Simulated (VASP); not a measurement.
# Pt in VASP: a series of runs

Pt is run at these levels: PBEsol; tasks: relaxation of cell and atoms, single point.

Program: VASP 6.6.1. These are calculated values, not measurements. Logs are shortened: lines on timing, memory, paths and dates and some standing lists are left out, and cuts for length are marked.

## (1) The cell of the first run

The structure is cubic, space group Fm-3m (No. 225). Conventional cell: a = 3.924 Å, b = 3.924 Å, c = 3.924 Å, α = 90.00°, β = 90.00°, γ = 90.00°. Within 3.7 Å of Pt (site symmetry m-3m) lie 12 Pt at 2.77 Å.

## (2) Relaxation of cell and atoms, PBEsol

The input, INCAR:

```
SYSTEM = Pt
  PREC = Accurate
  ENCUT = 600
  EDIFF = 1E-7
  ISMEAR = 1
  SIGMA = 0.1
  LREAL = .FALSE.
  LASPH = .TRUE.
  NELM = 60
  ALGO = Fast
  ISIF = 3
  LWAVE = .FALSE.
  LCHARG = .FALSE.
  GGA = PS
  IBRION = 2
  NSW = 80
  EDIFFG = -0.01
```

The input, KPOINTS:

```
regular mesh
0
G
  18 18 8
  0 0 0
```

The input, POSCAR:

```
Pt
1.0
    2.7746870094      0.0000000000      0.0000000000
   -1.3873435047      2.4029494377      0.0000000000
    0.0000000000      0.0000000000      6.7965673689
Pt
3
Direct
    0.0000000000      0.0000000000      0.0000000000
    0.3333333333      0.6666666667      0.3333333333
    0.6666666667      0.3333333333      0.6666666667
```

Potentials or basis: VASP PAW PBE potentials, release 64 (Pt).

On the command line:

```
$ cat potpaw_PBE.64/Pt/POTCAR > POTCAR
$ mpirun -np 1 vasp_std > vasp.out
```

OUTCAR:

```text
SYSTEM = Pt
   PREC = Accurate
   ENCUT = 600
   EDIFF = 1E-7
   ISMEAR = 1
   LREAL = .FALSE.
   LASPH = .TRUE.
   NELM = 60
   ISIF = 3
   GGA = PS
   IBRION = 2
   NSW = 80
   EDIFFG = -0.01

 ion  position               nearest neighbor table
   1  0.000  0.000  0.000-   2 2.77   3 2.77   3 2.77   2 2.77   3 2.77   2 2.77
   2  0.333  0.667  0.333-   1 2.77   1 2.77   1 2.77   3 2.77   3 2.77   3 2.77
   3  0.667  0.333  0.667-   1 2.77   1 2.77   1 2.77   2 2.77   2 2.77   2 2.77

  LATTYP: Found a hexagonal cell.
 ALAT       =     2.7746870094
 C/A-ratio  =     2.4494897428

  Lattice vectors:

 A1 = (   2.7746870094,   0.0000000000,   0.0000000000)
 A2 = (  -1.3873435047,   2.4029494377,   0.0000000000)
 A3 = (   0.0000000000,   0.0000000000,   6.7965673689)

Analysis of symmetry for initial positions (statically):
=====================================================================
 Subroutine PRICEL returns following result:

  LATTYP: Found a face centered cubic cell.
 ALAT       =     3.9239999996

  Lattice vectors:

 A1 = (   1.3873435046,  -0.8009831458,   2.2655224561)
 A2 = (  -0.0000000001,   1.6019662919,   2.2655224561)
 A3 = (  -1.3873435044,  -0.8009831461,   2.2655224568)

   3 primitive cells build up your supercell.

 Routine SETGRP: Setting up the symmetry group for a
 hexagonal supercell.

 Subroutine GETGRP returns: Found 12 space group operations
 (whereof 12 operations were pure point group operations)
 out of a pool of 24 trial point group operations.

The static configuration has the point symmetry D_3d.

Analysis of symmetry for dynamics (positions and initial velocities):
=====================================================================
 Subroutine PRICEL returns following result:

  LATTYP: Found a face centered cubic cell.
 ALAT       =     3.9239999996

  Lattice vectors:

 A1 = (   1.3873435046,  -0.8009831458,   2.2655224561)
 A2 = (  -0.0000000001,   1.6019662919,   2.2655224561)
 A3 = (  -1.3873435044,  -0.8009831461,   2.2655224568)

   3 primitive cells build up your supercell.

 Routine SETGRP: Setting up the symmetry group for a
 hexagonal supercell.

 Subroutine GETGRP returns: Found 12 space group operations
 (whereof 12 operations were pure point group operations)
 out of a pool of 24 trial point group operations.

The dynamic configuration has the point symmetry D_3d.

 Subroutine INISYM returns: Found 12 space group operations
 (whereof 12 operations are pure point group operations),
 and found     3 'primitive' translations

----------------------------------------------------------------------------------------

                                     Primitive cell

  volume of cell :      15.1052

  direct lattice vectors                    reciprocal lattice vectors
     1.387343505 -0.800983146  2.265522456     0.360401010 -0.208077620  0.147133096
    -0.000000000  1.601966292  2.265522456     0.000000000  0.416155240  0.147133096
    -1.387343504 -0.800983146  2.265522457    -0.360401010 -0.208077620  0.147133096

  length of vectors
     2.774687009  2.774687009  2.774687010     0.441399288  0.441399288  0.441399288

  position of ions in fractional coordinates (direct lattice)
     0.000000000  0.000000000  0.000000000

  ion indices of the primitive-cell ions
   primitive index   ion index
                 1           1

----------------------------------------------------------------------------------------

 KPOINTS: regular mesh

Automatic generation of k-mesh.
 Grid dimensions read from file:
 generate k-points for:   18   18    8

 Generating k-lattice:

  Cartesian coordinates                     Fractional coordinates (reciprocal lattice)
     0.020022278  0.011559868  0.000000000     0.055555556 -0.000000000  0.000000000
     0.000000000  0.023119736  0.000000000     0.000000000  0.055555556  0.000000000
     0.000000000  0.000000000  0.018391637     0.000000000  0.000000000  0.125000000

  Length of vectors
     0.023119736  0.023119736  0.018391637

  Shift w.r.t. Gamma in fractional coordinates (k-lattice)
     0.000000000  0.000000000  0.000000000

 Subroutine IBZKPT returns following result:
 ===========================================

 Found    266 irreducible k-points:

 Following reciprocal coordinates:
            Coordinates               Weight
  0.000000  0.000000  0.000000      1.000000
  0.055556  0.000000  0.000000      6.000000
  0.111111  0.000000  0.000000      6.000000
  0.166667 -0.000000  0.000000      6.000000
  0.222222 -0.000000  0.000000      6.000000
  0.277778  0.000000  0.000000      6.000000
[... 16 lines left out ...]
  0.333333  0.111111  0.000000     12.000000
  0.388889  0.111111  0.000000     12.000000
 [... further k-points ...]
   k-points           NKPTS =    266   k-points in BZ     NKDIM =    266   number of bands    NBANDS=     19
   number of dos      NEDOS =    301   number of ions     NIONS =      3
   total plane-waves  NPLWV =  31104
   dimension x,y,z NGX =    24 NGY =   24 NGZ =   54
   dimension x,y,z NGXF=    48 NGYF=   48 NGZF=  108
   ions per type =               3
   NGX,Y,Z   is equivalent  to a cutoff of  14.38, 14.38, 13.21 a.u.
   NGXF,Y,Z  is equivalent  to a cutoff of  28.76, 28.76, 26.42 a.u.
 SYSTEM =  Pt
   PREC   = accura    normal or accurate (medium, high low for compatibility)
   ISTART =      0    job   : 0-new  1-cont  2-samecut
   ICHARG =      2    charge: 1-file 2-atom 10-const
   ISPIN  =      1    spin polarized calculation?
   LNONCOLLINEAR =      F non collinear calculations
   LSORBIT =      F    spin-orbit coupling
   LASPH  =      T    aspherical Exc in radial PAW
   ENCUT  =  600.0 eV  44.10 Ry    6.64 a.u.   5.54  5.54 13.57*2*pi/ulx,y,z
   NELM   =     60;   NELMIN=  2; NELMDL= -5     # of ELM steps
   EDIFF  = 0.1E-06   stopping-criterion for ELM
   LREAL  =      F    real-space projection
   EDIFFG = -.1E-01   stopping-criterion for IOM
   NSW    =     80    number of steps for IOM
   IBRION =      2    ionic relax: 0-MD 1-quasi-New 2-CG
   NFREE  =      1    steps in history (QN), initial steepest desc. (CG)
   ISIF   =      3    stress and relaxation
   ISYM   =      2    0-nonsym 1-usesym 2-fastsym
   POTIM  = 0.5000    time-step for ionic-motion
   TEBEG  =    0.0;   TEEND  =   0.0 temperature during run
   PSTRESS=    0.0 pullay stress
   NELECT =      30.0000    total number of electrons
   NUPDOWN=      -1.0000    fix difference up-down
   EMIN   =  10.00;   EMAX   =-10.00  energy-range for DOS
   EFERMI =   0.00;   METHOD = LEGACY
   ISMEAR =     1;   SIGMA  =   0.10  broadening in eV -4-tet -1-fermi 0-gaus
   EFERMI_NEDOS =   21; number of points for ismear=-14 and -15
   IALGO  =     68    algorithm
   IMIX   =      4    mixing-type and parameters
     AMIX     =   0.40;   BMIX     =  1.00
     AMIX_MAG =   1.60;   BMIX_MAG =  1.00
  volume/ion in A,a.u.               =      15.11       101.94
  Fermi-wavevector in a.u.,A,eV,Ry     =   1.426809  2.696278 27.698520  2.035784
  Thomas-Fermi vector in A             =   2.547046
   LORBIT       =      0    0 simple, 1 ext, 2 COOP (PROOUT), +10 PAW based schemes
   GGA     = PS    functional components
   LHFCALC =     F    Hartree Fock is set to
   AEXX    =    0.0000 exact exchange contribution
   IVDW    =     0    specifies the selected vdW correction
   LEPSILON=     F    determine dielectric tensor
   LRPA    =     F    only Hartree local field effects (RPA)
 conjugate gradient relaxation of ions
 non-spin polarized calculation
 RMM-DIIS sequential band-by-band and
 Methfessel and Paxton  Order N= 1 SIGMA  =   0.10
  energy-cutoff  :      600.00
  volume of cell :       45.32
 maximum number of plane-waves:      1547
 NGX is ok and might be reduce to    24
   NGX = 11   NGY = 11   NGZ = 27

--------------------------------------- Ionic step        1  -------------------------------------------

 number of electron      30.0000002 magnetization

 Free energy of the ion-electron system (eV)
  ---------------------------------------------------
  ext. energy  EPLUGINS =         0.00000000
  ---------------------------------------------------
  free energy    TOTEN  =       -20.88415858 eV

  energy without entropy =      -20.88248501  energy(sigma->0) =      -20.88360072

------------------------ aborting loop because EDIFF is reached ----------------------------------------

  FORCE on cell =-STRESS in cart. coord.  units (eV):
  Direction    XX          YY          ZZ          XY          YZ          ZX
  --------------------------------------------------------------------------------------
  -------------------------------------------------------------------------------------
  Total       -0.4879803     -0.4879803     -0.4672778      0.0000000      0.0000000      0.0000000
  in kB      -17.2530007    -17.2530007    -16.5210422      0.0000000      0.0000000      0.0000000
  external PRESSURE =     -17.0090145 kB  Pullay stress =       0.0000000 kB
[... 59 lines left out ...]
  energy  without entropy=      -20.8715658309  energy(sigma->0) =      -20.87262576

--------------------------------------- Ionic step        3  -------------------------------------------

 number of electron      30.0000003 magnetization

 Free energy of the ion-electron system (eV)
  ---------------------------------------------------
  ext. energy  EPLUGINS =         0.00000000
  ---------------------------------------------------
  free energy    TOTEN  =       -20.88561662 eV

  energy without entropy =      -20.88396446  energy(sigma->0) =      -20.88506590

 E-fermi :  11.1785     XC(G=0): -13.6539

 val. band max:       11.1754309590   @ k =   0.1667   0.0556   0.2500
 cond. band min:      11.1786351850   @ k =   0.3889   0.2222   0.5000
 fundamental gap:      0.0032042260
 Fermi energy:        11.1785202291

 k-point     1 :       0.0000    0.0000    0.0000
  band No.  band energies     occupation
      1       0.8351      2.00000
      2       3.5799      2.00000
      3       3.5799      2.00000
      4       7.3470      2.00000
      5       7.3470      2.00000
      6       7.3470      2.00000
[... 11 lines left out ...]
     18      10.3481      2.00000
     19      21.4847      0.00000
[... 489 lines left out ...]
      3       4.7592      2.00000
      4       4.9754      2.00000
      5       6.3621      2.00000
      6       6.7656      2.00000
[... 11 lines left out ...]
     18      15.3846      0.00000
     19      16.7037      0.00000

 [... further k-points ...]

------------------------ aborting loop because EDIFF is reached ----------------------------------------

  FORCE on cell =-STRESS in cart. coord.  units (eV):
  Direction    XX          YY          ZZ          XY          YZ          ZX
  --------------------------------------------------------------------------------------
  -------------------------------------------------------------------------------------
  Total       -0.0096794     -0.0096794      0.0073007      0.0000000      0.0000000     -0.0000000
  in kB       -0.3442684     -0.3442684      0.2596655      0.0000000      0.0000000     -0.0000000
  external PRESSURE =      -0.1429571 kB  Pullay stress =       0.0000000 kB
[... 18 lines left out ...]
  FREE ENERGIE OF THE ION-ELECTRON SYSTEM (eV)
  ---------------------------------------------------
  free  energy   TOTEN  =       -20.8856166223 eV

  energy  without entropy=      -20.8839644643  energy(sigma->0) =      -20.88506590

 reached required accuracy - stopping structural energy minimisation
```

Wall time 8.9 min (1 thread of Intel Xeon Platinum 8488C (Sapphire Rapids), shared host); peak memory 0.36 GiB.

What came out:

```yaml
Free_energy: -20.8856 eV
Relaxed_volume: 15.02 Å³/atom
Relaxed_cell: a = 2.769 Å, b = 2.769 Å, c = 6.783 Å, α = 90.00°, β = 90.00°, γ = 120.00°
Space_group_after_relaxing_to_0.1_Å: Fm-3m (No. 225)
Energy_gained_by_relaxing: 0.5 meV/atom
Ionic_steps: 3
Pressure_after_relaxing: 0.0 GPa
Band_gap_on_the_k_mesh: zero (bands 15 and 16 overlap by 1.96 eV)
```

The path:
| step | energy change (eV) | largest force (eV/Å) | pressure (GPa) | volume (Å³) |
| --- | --- | --- | --- | --- |
| 1 | 0.0000 | 0.0000 | -1.70 | 45.32 |
| 2 | 0.0110 | 0.0000 | 5.27 | 44.27 |
| 3 | -0.0015 | 0.0000 | -0.01 | 45.05 |

Final structure:
```xyz
3
Lattice="2.7691 0.0000 0.0000 -1.3846 2.3981 0.0000 0.0000 0.0000 6.7835" Properties=species:S:1:pos:R:3 pbc="T T T"
Pt    0.0000    0.0000    0.0000
Pt    0.0000    1.5987    2.2612
Pt    1.3846    0.7994    4.5223
```

Caveat: the PAW data sets were made with another functional, which shifts forces and pressure a little; spin-orbit coupling is left out, which moves the levels of the heavy elements.

(Part 1 of 3 ends here.)
